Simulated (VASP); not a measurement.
CdTe: single point with r2SCAN

Crystal: CdTe.

```
CELL_PARAMETERS angstrom
0.00000 3.09439 3.09439
3.09439 0.00000 3.09439
3.09439 3.09439 0.00000
ATOMIC_POSITIONS crystal
Cd 0.00000 0.00000 0.00000
Te 0.25000 0.25000 0.25000
```

* Program: VASP 6.6.1
* Task: single point
* Functional: r2SCAN
* Potentials or basis: VASP PAW PBE potentials, release 64 (Cd, Te)
* Cutoff: 520 eV
* k mesh: 5 × 5 × 5
* Occupations: gaussian, width 0.01 eV
* Spin: no spin polarisation
* Dipole correction: no
* Further INCAR settings: ALGO = Normal; EDIFF = 1e-06; NBANDS = 16

- Pressure: 10.8 GPa
- Band gap on the k mesh: 1.74 eV, direct

Levels at points of the mesh, in eV from the valence-band top:
```tsv
k point	band 5	band 6	band 7	band 8	band 9	band 10	band 11	band 12	band 13	band 14
(0.00, 0.00, 0.00)	-8.76	-8.76	0.00	0.00	0.00	1.74	4.87	4.87	4.87	8.15
```

Wall time 26 s on 1 thread of Intel(R) Xeon(R) 6975P-C (Granite Rapids), with other jobs on the host, peak memory 0.21 GiB.

Caveat: the PAW data sets were made with another functional, which shifts forces and pressure a little; spin-orbit coupling is left out, which moves the levels of the heavy elements. r2SCAN opens gaps a little over a GGA but as a rule still falls short of measured ones.
